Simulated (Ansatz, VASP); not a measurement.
## CdOs2: VASP beside Ansatz

File INCAR:

```
SYSTEM = CdOs2
PREC = Accurate
ENCUT = 600
EDIFF = 1E-6
ISMEAR = 0
SIGMA = 0.1
LREAL = .FALSE.
LASPH = .TRUE.
NELM = 100
ALGO = Normal
ISIF = 3
LWAVE = .FALSE.
LCHARG = .FALSE.
GGA = PE
IBRION = 2
NSW = 90
EDIFFG = -0.04
```

KPOINTS

```
Automatic mesh
0
G
  8 8 8
  0 0 0
```

File POSCAR:

```
CdOs2
1.0
   -1.7056721284      1.7056721284      4.1842269400
    1.7056721284     -1.7056721284      4.1842269400
    1.7056721284      1.7056721284     -4.1842269400
Cd Os
1 2
Direct
    0.0000000000      0.0000000000      0.0000000000
    0.6650000000      0.6650000000      0.0000000000
    0.3350000000      0.3350000000      0.0000000000
```

Input for Ansatz:

```yaml
crystal:
  lattice:
    - [-1.7056721284, 1.7056721284, 4.18422694]
    - [1.7056721284, -1.7056721284, 4.18422694]
    - [1.7056721284, 1.7056721284, -4.18422694]
  atoms:
    - { symbol: Cd, position: [0.0, 0.0, 0.0] }
    - { symbol: Os, position: [0.665, 0.665, 0.0] }
    - { symbol: Os, position: [0.335, 0.335, 0.0] }
basis:
  ecutwfc: 420
kpoints:
  mp_grid: { grid: [8, 8, 8] }
hamiltonian:
  xc: pbe
scf:
  occupations: { method: gaussian, width: 0.1 }
  lower_state_search: "off"
output:
  forces: true
  stress: true
  eigenvalues: true
relax:
  adjacent_minimum: "off"
  f_tol: 0.04
  max_steps: 70
  cell: { stress_tol: 0.4 }
```

Alike in both runs: task relaxation of cell and atoms; functional PBE; k mesh 8 × 8 × 8; occupations gaussian, width 0.1 eV; no spin polarisation.

|  | VASP | Ansatz |
| --- | --- | --- |
| version | VASP 6.6.1 | Ansatz 0.2.0 |
| potentials or method | VASP PAW PBE potentials, release 64 (Cd, Os), cutoff 600 eV | scalar-relativistic, plane waves, PAW |
| valence electrons in the cell | 28 | 52 |

Ansatz gave:

| Item | Value |
| --- | --- |
| gap on the k mesh at the Fermi level, each at its own relaxed structure (eV) | none |
| relaxed volume (Å³/atom) | 16.30 |
| relaxed cell length with the largest relative difference (Å) | 6.364 |

Question: What did VASP give for the same quantities?

Answer: gap on the k mesh at the Fermi level, each at its own relaxed structure (eV): none; relaxed volume (Å³/atom): 16.31; relaxed cell length with the largest relative difference (Å): 6.369.

A gap of «none» marks a metal or a gap that the smearing closes. VASP's potentials hold 28 valence electrons a cell and Ansatz's 52, so a difference there can come from the potentials and not from the codes.

Spin-orbit coupling is off throughout.
